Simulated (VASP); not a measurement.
Set up this calculation in VASP 6.6.1, as the native input.

| Property | Result |
| --- | --- |
| Task | single point |
| Functional | PBEsol |
| Potentials or basis | VASP PAW PBE potentials, release 64 (Ti_sv, Al) |
| Cutoff | 520 eV |
| k mesh | 18 × 18 × 18 |
| Occupations | gaussian, width 0.15 eV |
| Spin | no spin polarisation |
| Dipole correction | no |
| Further INCAR settings | ALGO = Fast; EDIFF = 1e-06; NBANDS = 18 |

The structure of TiAl3 lies in POSCAR:

```
TiAl3
1.0
   -1.9077740733      1.8505408511      4.2769968076
    1.9077740733     -1.8505408511      4.2769968076
    1.9077740733      1.8505408511     -4.2769968076
Ti Al
1 3
Direct
    0.0000000000      0.0000000000      0.0000000000
    0.5000000000      0.5000000000      0.0000000000
    0.7500000000      0.2500000000      0.5000000000
    0.2500000000      0.7500000000      0.5000000000
```

This cell differs from its parent crystal: strain -0.0300 x Voigt [0, 1, 0, 0, 0, 0].

These files were run (other wordings do the same):

INCAR

```
PREC = Accurate
ENCUT = 520
EDIFF = 1E-6
ISMEAR = 0
SIGMA = 0.15
LREAL = False
LASPH = True
NELM = 80
ALGO = Fast
ISIF = 2
LWAVE = False
LCHARG = False
GGA = PS
NBANDS = 18
```

KPOINTS

```
Automatic mesh
0
Gamma
  18 18 18
```

Potentials or basis: VASP PAW PBE potentials, release 64 (Ti_sv, Al).

The run is started by

```bash
$ cat potpaw_PBE.64/Ti_sv/POTCAR potpaw_PBE.64/Al/POTCAR > POTCAR
$ mpirun -np 1 vasp_std > vasp.out
```

Results of the run:

| Item | Value |
| --- | --- |
| Pressure | 3.8 GPa |
| Largest force | 0.020 eV/Å |

Caveat: the cell differs from its parent crystal (strain -0.0300 x Voigt [0, 1, 0, 0, 0, 0]); the PAW data sets were made with another functional, which shifts forces and pressure a little.

Run time: 48 min on 1 thread of Intel(R) Xeon(R) Platinum 8259CL CPU @ 2.50GHz (Skylake/Cascade Lake), on a shared host, peak memory 0.95 GiB.
